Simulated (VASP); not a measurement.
# C (P-1) in VASP: notebook

The runs below take C through single point, with r2SCAN.

Everything below comes from runs of VASP 6.6.1. Logs are shortened: lines on timing, memory, paths and dates and some standing lists are left out, and cuts for length are marked.

**1. The cell of the first run**

The typed cell holds 10 atoms: a = 2.456 Å, b = 3.808 Å, c = 10.497 Å, α = 83.97°, β = 94.48°, γ = 108.78°.

**2. Single point, r2SCAN (layers slid over each other)**

POSCAR

```
C
1.0
   -2.1268362731     -1.2279462884      0.0110113261
    1.3968870171      0.0000000000     -3.5424027035
    5.9148798136     -8.5956240187      1.1477669229
C
10
Direct
    0.8333292192      0.1222094392      0.0666672544
    0.4333292192      0.1888761059      0.2666672544
    0.0333292192      0.2555427726      0.4666672544
    0.6333292192      0.3222094392      0.6666672544
    0.2333292192      0.3888761059      0.8666672544
    0.7666707808     -0.5888761059      0.9333327456
    0.3666707808      0.1444572274      0.1333327456
    0.9666707808      0.2111238941      0.3333327456
    0.5666707808      0.2777905608      0.5333327456
    0.1666707808      0.3444572274      0.7333327456
```

INCAR.step1

```
SYSTEM = C
ALGO = Normal
EDIFF = 1E-4
ENCUT = 520
GGA = PE
ISMEAR = 0
LASPH = .True.
LCHARG = .False.
LREAL = .False.
LWAVE = .True.
NBANDS = 31
NELM = 80
PREC = Accurate
SIGMA = 0.05
```

INCAR.step2

```
SYSTEM = C
ALGO = Normal
EDIFF = 1E-7
ENCUT = 520
ISIF = 2
ISMEAR = 0
ISTART = 1
LASPH = .True.
LCHARG = .True.
LELF = .True.
LMIXTAU = .True.
LREAL = .False.
LVHAR = .True.
LWAVE = .False.
METAGGA = R2SCAN
NBANDS = 31
NELM = 80
PREC = Accurate
SIGMA = 0.05
```

KPOINTS

```
k-points
0
Gamma
  11 8 3
  0 0 0
```

Potentials or basis: VASP PAW PBE potentials, release 64 (C).

Launch:

```
$ cat potpaw_PBE.64/C/POTCAR > POTCAR
$ cp INCAR.step1 INCAR
$ mpirun -np 1 vasp_std > vasp.out
$ cp INCAR.step2 INCAR
$ mpirun -np 1 vasp_std > vasp.out
```

OUTCAR:

```text
SYSTEM = C
   EDIFF = 1E-7
   ENCUT = 520
   ISIF = 2
   ISMEAR = 0
   ISTART = 1
   LASPH = .True.
   LREAL = .False.
   METAGGA = R2SCAN
   NELM = 80
   PREC = Accurate

 ion  position               nearest neighbor table
   1  0.833  0.122  0.067-   7 1.42   7 1.42   6 1.72
   2  0.433  0.189  0.267-   8 1.42   7 1.42   8 1.42
   3  0.033  0.256  0.467-   9 1.42   8 1.42   9 1.42
   4  0.633  0.322  0.667-   9 1.42  10 1.42  10 1.42
   5  0.233  0.389  0.867-   6 1.42  10 1.42   6 1.42
   6  0.767  0.411  0.933-   5 1.42   5 1.42   1 1.72
   7  0.367  0.144  0.133-   1 1.42   2 1.42   1 1.42
   8  0.967  0.211  0.333-   2 1.42   3 1.42   2 1.42
   9  0.567  0.278  0.533-   4 1.42   3 1.42   3 1.42
  10  0.167  0.344  0.733-   4 1.42   5 1.42   4 1.42

  LATTYP: Found a triclinic cell.
 ALAT       =    15.5315362199
 B/A-ratio  =     0.5615582169
 C/A-ratio  =     1.3605331596
 COS(alpha) =     0.0046258698
 COS(beta)  =     0.6888810168
 COS(gamma) =     0.7273354249

  Lattice vectors:

 A1 = ( -12.9623263940,   6.1397314419,   5.9590611363)
 A2 = (  -4.9206103073,  -1.2279462884,   7.0958167331)
 A3 = ( -12.5597088832,  15.9633017490,  -5.8269252232)

Analysis of symmetry for initial positions (statically):
=====================================================================
 Subroutine PRICEL returns:
 Original cell was already a primitive cell.

 Routine SETGRP: Setting up the symmetry group for a
 triclinic supercell.

 Subroutine GETGRP returns: Found  2 space group operations
 (whereof  1 operations were pure point group operations)
 out of a pool of  2 trial point group operations.

The static configuration has the point symmetry C_1 .
 The point group associated with its full space group is S_2 .

Analysis of symmetry for dynamics (positions and initial velocities):
=====================================================================
 Subroutine PRICEL returns:
 Original cell was already a primitive cell.

 Routine SETGRP: Setting up the symmetry group for a
 triclinic supercell.

 Subroutine GETGRP returns: Found  2 space group operations
 (whereof  1 operations were pure point group operations)
 out of a pool of  2 trial point group operations.

The dynamic configuration has the point symmetry C_1 .
 The point group associated with its full space group is S_2 .

 Subroutine INISYM returns: Found  2 space group operations
 (whereof  1 operations are pure point group operations),
 and found     1 'primitive' translations

----------------------------------------------------------------------------------------

                                     Primitive cell

  volume of cell :      92.3260

  direct lattice vectors                    reciprocal lattice vectors
    -2.126836273 -1.227946288  0.011011326    -0.329800675 -0.244310360 -0.130051358
     1.396887017  0.000000000 -3.542402704     0.014240274 -0.027145596 -0.276678861
     5.914879814 -8.595624019  1.147766923     0.047114382 -0.081436787  0.018578765

  length of vectors
     2.455892072  3.807874768 10.497043602     0.430545460  0.278371803  0.095900395

  position of ions in fractional coordinates (direct lattice)
     0.833329219  0.122209439  0.066667254
     0.433329219  0.188876106  0.266667254
     0.033329219  0.255542773  0.466667254
     0.633329219  0.322209439  0.666667254
     0.233329219  0.388876106  0.866667254
     0.766670781  0.411123894  0.933332746
     0.366670781  0.144457227  0.133332746
     0.966670781  0.211123894  0.333332746
     0.566670781  0.277790561  0.533332746
     0.166670781  0.344457227  0.733332746

  ion indices of the primitive-cell ions
   primitive index   ion index
                 1           1
                 2           2
                 3           3
                 4           4
                 5           5
                 6           6
                 7           7
                 8           8
                 9           9
                10          10

----------------------------------------------------------------------------------------

 KPOINTS: k-points

Automatic generation of k-mesh.
 Grid dimensions read from file:
 generate k-points for:   11    8    3

 Generating k-lattice:

  Cartesian coordinates                     Fractional coordinates (reciprocal lattice)
    -0.029981880 -0.022210033 -0.011822851     0.090909091  0.000000000  0.000000000
     0.001780034 -0.003393199 -0.034584858     0.000000000  0.125000000  0.000000000
     0.015704794 -0.027145596  0.006192922     0.000000000 -0.000000000  0.333333333

  Length of vectors
     0.039140496  0.034796475  0.031966798

  Shift w.r.t. Gamma in fractional coordinates (k-lattice)
     0.000000000  0.000000000  0.000000000

 Subroutine IBZKPT returns following result:
 ===========================================

 Found    133 irreducible k-points:

 Following reciprocal coordinates:
            Coordinates               Weight
  0.000000  0.000000  0.000000      1.000000
  0.090909  0.000000 -0.000000      2.000000
  0.181818  0.000000 -0.000000      2.000000
  0.272727  0.000000 -0.000000      2.000000
  0.363636  0.000000 -0.000000      2.000000
  0.454545 -0.000000  0.000000      2.000000
[... 16 lines left out ...]
  0.454545  0.250000  0.000000      2.000000
 -0.454545  0.250000 -0.000000      2.000000
 [... further k-points ...]
   k-points           NKPTS =    133   k-points in BZ     NKDIM =    133   number of bands    NBANDS=     31
   number of dos      NEDOS =    301   number of ions     NIONS =     10
   total plane-waves  NPLWV =  40320
   dimension x,y,z NGX =    18 NGY =   28 NGZ =   80
   dimension x,y,z NGXF=    36 NGYF=   56 NGZF=  160
   ions per type =              10
   NGX,Y,Z   is equivalent  to a cutoff of  12.18, 12.22, 12.67 a.u.
   NGXF,Y,Z  is equivalent  to a cutoff of  24.37, 24.45, 25.34 a.u.
 SYSTEM =  C
   PREC   = accura    normal or accurate (medium, high low for compatibility)
   ISTART =      1    job   : 0-new  1-cont  2-samecut
   ICHARG =      0    charge: 1-file 2-atom 10-const
   ISPIN  =      1    spin polarized calculation?
   LNONCOLLINEAR =      F non collinear calculations
   LSORBIT =      F    spin-orbit coupling
   LASPH  =      T    aspherical Exc in radial PAW
   ENCUT  =  520.0 eV  38.22 Ry    6.18 a.u.   4.57  7.08 19.52*2*pi/ulx,y,z
   NELM   =     80;   NELMIN=  2; NELMDL=  0     # of ELM steps
   EDIFF  = 0.1E-06   stopping-criterion for ELM
   LREAL  =      F    real-space projection
   EDIFFG = 0.1E-05   stopping-criterion for IOM
   NSW    =      0    number of steps for IOM
   IBRION =     -1    ionic relax: 0-MD 1-quasi-New 2-CG
   NFREE  =      0    steps in history (QN), initial steepest desc. (CG)
   ISIF   =      2    stress and relaxation
   ISYM   =      2    0-nonsym 1-usesym 2-fastsym
   POTIM  = 0.5000    time-step for ionic-motion
   TEBEG  =    0.0;   TEEND  =   0.0 temperature during run
   PSTRESS=    0.0 pullay stress
   NELECT =      40.0000    total number of electrons
   NUPDOWN=      -1.0000    fix difference up-down
   EMIN   =  10.00;   EMAX   =-10.00  energy-range for DOS
   EFERMI =   0.00;   METHOD = LEGACY
   ISMEAR =     0;   SIGMA  =   0.05  broadening in eV -4-tet -1-fermi 0-gaus
   EFERMI_NEDOS =   21; number of points for ismear=-14 and -15
   IALGO  =     38    algorithm
   IMIX   =      4    mixing-type and parameters
     AMIX     =   0.40;   BMIX     =  1.00
     AMIX_MAG =   1.60;   BMIX_MAG =  1.00
  volume/ion in A,a.u.               =       9.23        62.30
  Fermi-wavevector in a.u.,A,eV,Ry     =   1.238759  2.340915 20.878471  1.534524
  Thomas-Fermi vector in A             =   2.373271
   LORBIT       =      0    0 simple, 1 ext, 2 COOP (PROOUT), +10 PAW based schemes
   METAGGA = R2SCAN    functional components
   LHFCALC =     F    Hartree Fock is set to
   AEXX    =    0.0000 exact exchange contribution
   IVDW    =     0    specifies the selected vdW correction
   LEPSILON=     F    determine dielectric tensor
   LRPA    =     F    only Hartree local field effects (RPA)
 non-spin polarized calculation
 Gauss-broadening in eV      SIGMA  =   0.05
  energy-cutoff  :      520.00
  volume of cell :       92.33
 maximum number of plane-waves:      2515
   NGX =  9   NGY = 15   NGZ = 39

 number of electron      40.0000003 magnetization

 Free energy of the ion-electron system (eV)
  ---------------------------------------------------
  ext. energy  EPLUGINS =         0.00000000
  ---------------------------------------------------
  free energy    TOTEN  =       -96.12679410 eV

  energy without entropy =      -96.12677234  energy(sigma->0) =      -96.12678322

 E-fermi :   4.0803     XC(G=0): -10.8411

 val. band max:        3.9927802331   @ k =   0.3636   0.2500   0.3333
 cond. band min:       4.1672296454   @ k =   0.3636  -0.1250   0.3333
 fundamental gap:      0.1744494123
 Fermi energy:         4.0803121098

 k-point     1 :       0.0000    0.0000    0.0000
  band No.  band energies     occupation
      1     -16.6304      2.00000
      2     -15.7178      2.00000
      3     -15.3590      2.00000
      4     -12.7969      2.00000
      5     -12.4063      2.00000
      6      -8.0158      2.00000
[... 23 lines left out ...]
     30      12.9128      0.00000
     31      13.3283      0.00000

 k-point     2 :       0.0909    0.0000   -0.0000
  band No.  band energies     occupation
      1     -16.4692      2.00000
      2     -15.5675      2.00000
      3     -15.1909      2.00000
      4     -12.6755      2.00000
      5     -12.2328      2.00000
      6      -7.9340      2.00000
[... 740 lines left out ...]
 k-point    24 :      -0.4545    0.2500   -0.0000
  band No.  band energies     occupation
      1     -12.7988      2.00000
      2     -12.1087      2.00000
      3     -11.5265      2.00000
      4     -11.1327      2.00000
      5     -10.3484      2.00000
      6      -9.3849      2.00000
[... 23 lines left out ...]
     30      13.9045      0.00000
     31      14.6899      0.00000

 [... further k-points ...]

------------------------ aborting loop because EDIFF is reached ----------------------------------------

  FORCE on cell =-STRESS in cart. coord.  units (eV):
  Direction    XX          YY          ZZ          XY          YZ          ZX
  --------------------------------------------------------------------------------------
  -------------------------------------------------------------------------------------
  Total        5.7430742     -2.8155499     -4.2258435     -3.0705419      2.0076971      3.5833836
  in kB       99.6623692    -48.8596116    -73.3331253    -53.2846122     34.8405475     62.1842039
  external PRESSURE =      -7.5101226 kB  Pullay stress =       0.0000000 kB

 VOLUME and BASIS-vectors are now :
 -----------------------------------------------------------------------------
  energy-cutoff  :      520.00
  volume of cell :       92.33
      direct lattice vectors                 reciprocal lattice vectors
    -2.126836273 -1.227946288  0.011011326    -0.329800675 -0.244310360 -0.130051358
     1.396887017  0.000000000 -3.542402704     0.014240274 -0.027145596 -0.276678861
     5.914879814 -8.595624019  1.147766923     0.047114382 -0.081436787  0.018578765

 POSITION                                       TOTAL-FORCE (eV/Angst)
 -----------------------------------------------------------------------------------
     -1.20731     -1.59633     -0.34722         2.611138      2.058557     -5.211701
      0.91952     -2.82428     -0.35823         0.403940      0.084162      0.908480
      3.04636     -4.05222     -0.36924         0.022375      0.081918     -0.127464
      3.04636     -6.50812     -0.36924         0.002982      0.098673      0.050456
      5.17320     -7.73606     -0.38025         0.053966      0.439821     -0.939920
      4.46426     -8.96401     -0.37668        -2.611138     -2.058557      5.211701
      0.21059     -1.59633     -0.35465        -0.053966     -0.439821      0.939920
      0.21059     -4.05222     -0.35465        -0.002982     -0.098673     -0.050456
      2.33743     -5.28017     -0.36566        -0.022375     -0.081918      0.127464
      4.46426     -6.50812     -0.37668        -0.403940     -0.084162     -0.908480
 -----------------------------------------------------------------------------------
    total drift:                               -0.000003     -0.000008     -0.000007

  FREE ENERGIE OF THE ION-ELECTRON SYSTEM (eV)
  ---------------------------------------------------
  free  energy   TOTEN  =       -96.1267940981 eV

  energy  without entropy=      -96.1267723380  energy(sigma->0) =      -96.12678322
```

Wall time 14 min (1 thread of Intel Xeon 6975P-C (Granite Rapids), shared host); peak memory 0.36 GiB.

What came out:

| Item | Value |
| --- | --- |
| Free energy | -96.1268 eV |
| Pressure | -0.8 GPa |
| Largest force | 6.182 eV/Å |

Forces in eV/Å, atoms in the order of the input:
```
C    2.611  2.059 -5.212
C    0.404  0.084  0.908
C    0.022  0.082 -0.127
C    0.003  0.099  0.050
C    0.054  0.440 -0.940
C   -2.611 -2.059  5.212
C   -0.054 -0.440  0.940
C   -0.003 -0.099 -0.050
C   -0.022 -0.082  0.127
C   -0.404 -0.084 -0.908
```

Caveat: the cell differs from its parent crystal (layers slid over each other); the PAW data sets were made with another functional, which shifts forces and pressure a little.

**3. Single point, r2SCAN (layers slid over each other)**

POSCAR

```
C
1.0
   -2.1268362731     -1.2279462884      0.0110113261
    1.3968870171      0.0000000000     -3.5424027035
    4.6291490900     -8.8002817334      3.5112039462
C
10
Direct
    0.8222180101      0.1666542755      0.0666672544
    0.3888846768      0.3666542755      0.2666672544
   -0.0444486565      0.5666542755      0.4666672544
    0.5222180101      0.7666542755      0.6666672544
    0.0888846768      0.9666542755      0.8666672544
    0.6111153232      0.0333457245      0.9333327456
    0.3444486565      0.2333457245      0.1333327456
    0.9111153232      0.4333457245      0.3333327456
    0.4777819899      0.6333457245      0.5333327456
    0.0444486565      0.8333457245      0.7333327456
```

INCAR.step1

```
SYSTEM = C
PREC = Accurate
ENCUT = 520
ISMEAR = 0
SIGMA = 0.05
LREAL = .False.
LASPH = .True.
NELM = 60
NBANDS = 31
GGA = PE
ALGO = Normal
EDIFF = 1E-4
LWAVE = .True.
LCHARG = .False.
```

INCAR.step2

```
SYSTEM = C
PREC = Accurate
ENCUT = 520
EDIFF = 1E-6
ISMEAR = 0
SIGMA = 0.05
LREAL = .False.
LASPH = .True.
NELM = 60
ALGO = Normal
ISIF = 2
LWAVE = .False.
LCHARG = .False.
METAGGA = R2SCAN
LMIXTAU = .True.
NBANDS = 31
ISTART = 1
```

KPOINTS

```
Automatic mesh
0
Gamma
  11 8 3
  0 0 0
```

Potentials or basis: VASP PAW PBE potentials, release 64 (C).

Launch:

```
$ cat potpaw_PBE.64/C/POTCAR > POTCAR
$ cp INCAR.step1 INCAR
$ mpirun -np 1 vasp_std > vasp.out
$ cp INCAR.step2 INCAR
$ mpirun -np 1 vasp_std > vasp.out
```

It took 9 min on 1 thread of Intel Xeon 6975P-C (Granite Rapids), shared host; peak memory 0.35 GiB.

Results (log left out):

```
Free energy   : -98.4119 eV
Pressure      : 0.4 GPa
Largest force : 4.648 eV/Å
```

Forces on the atoms (eV/Å):
```
C    3.757  2.736 -0.021
C    0.485  0.175 -0.004
C    0.037  0.032 -0.001
C    0.028  0.028 -0.001
C    0.152  0.449 -0.002
C   -3.757 -2.736  0.021
C   -0.152 -0.449  0.002
C   -0.028 -0.028  0.001
C   -0.037 -0.032  0.001
C   -0.485 -0.175  0.004
```

Stress tensor (GPa, compression positive):
```
 12.77  -8.86  -0.08
 -8.86 -11.52   0.04
 -0.08   0.04  -0.11
```

Caveat: the cell differs from its parent crystal (layers slid over each other); the PAW data sets were made with another functional, which shifts forces and pressure a little.

(Part 1 of 2 ends here.)
